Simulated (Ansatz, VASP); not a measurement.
**One calculation of CuO, two programs**

INCAR

```
SYSTEM = CuO
PREC     = Accurate       ! precision mode
ENCUT    = 820            ! plane-wave cutoff, eV
EDIFF    = 1E-7           ! SCF threshold, eV
ISMEAR   = -1             ! smearing method
SIGMA    = 0.05           ! smearing width, eV
LREAL    = .False.        ! projectors in reciprocal space
LASPH    = .True.         ! aspherical terms in the spheres
NELM     = 200            ! most SCF steps
ALGO     = Normal         ! electronic algorithm
ISIF     = 3              ! what is computed and relaxed
LWAVE    = .False.        ! write WAVECAR
LCHARG   = .False.        ! write CHGCAR
LMAXMIX  = 4              ! l up to which the mixer works
LDAU     = .True.         ! DFT+U
LDAUTYPE = 2            
LDAUL    = 2 -1           ! shell
LDAUU    = 4.5 0          ! U, eV
LDAUJ    = 0 0          
LDAUPRINT= 1            
GGA      = PE             ! functional
IBRION   = 2              ! ionic algorithm
NSW      = 60             ! ionic steps
EDIFFG   = -0.01          ! ionic threshold
GGA_COMPAT= .False.      
NELMIN   = 4
```

KPOINTS

```
Automatic mesh
0
Gamma
  10 10 10
  0 0 0
```

POSCAR

```
CuO
1.0
    0.0000000000      2.3272527300      2.3272527300
    2.3272527300      0.0000000000      2.3272527300
    2.3272527300      2.3272527300      0.0000000000
Cu O
1 1
Direct
    0.0000000000      0.0000000000      0.0000000000
    0.2500000000      0.2500000000      0.2500000000
```

input.yaml

```yaml
crystal:
  lattice:
    - [0.0, 2.32725273, 2.32725273]
    - [2.32725273, 0.0, 2.32725273]
    - [2.32725273, 2.32725273, 0.0]
  atoms:
    - { symbol: Cu, position: [0.0, 0.0, 0.0] }
    - { symbol: O, position: [0.25, 0.25, 0.25] }
hamiltonian:
  xc: pbe
  pseudopotentials: { kind: paw }
  hubbard: { sites: [{ species: Cu, l: d, u_eff: 4.5 }] }
kpoints:
  mp_grid: { grid: [10, 10, 10] }
scf:
  occupations: { method: fermi_dirac, width: 0.05 }
output:
  forces: true
  stress: true
  eigenvalues: true
relax:
  f_tol: 0.01
  max_steps: 40
  cell: { stress_tol: 0.05 }
```

Alike in both runs: task relaxation of cell and atoms; functional PBE; k mesh 10 × 10 × 10; occupations fermi-dirac, width 0.05 eV; no spin polarisation; Hubbard terms Cu d U = 4.5 eV.

|  | VASP | Ansatz |
| --- | --- | --- |
| version | VASP 6.6.1 | Ansatz 0.2.0 |
| potentials or method | VASP PAW PBE potentials, release 64 (Cu_sv_GW, O) | Ansatz PAW |
| plane-wave cutoff (eV) | 820 | 420 |
| valence electrons in the cell | 25 | 25 |

```csv
,VASP,Ansatz,Ansatz less VASP
"gap on the k mesh at the Fermi level, each at its own relaxed structure (eV)",none,none,-
relaxed volume (Å³/atom),11.53,11.79,+0.253
relaxed length of the cell vector where the two differ most in proportion (Å),3.195,3.218,+0.0232
```

The programs project onto different local orbitals, so the same U acts differently, and such runs can settle in different states. A gap of «none» marks a metal or a gap that the smearing closes.

Noted on Ansatz's run: the plane-wave basis is chosen anew once the cell has moved, so the energies of steps on either side of that aren't comparable.
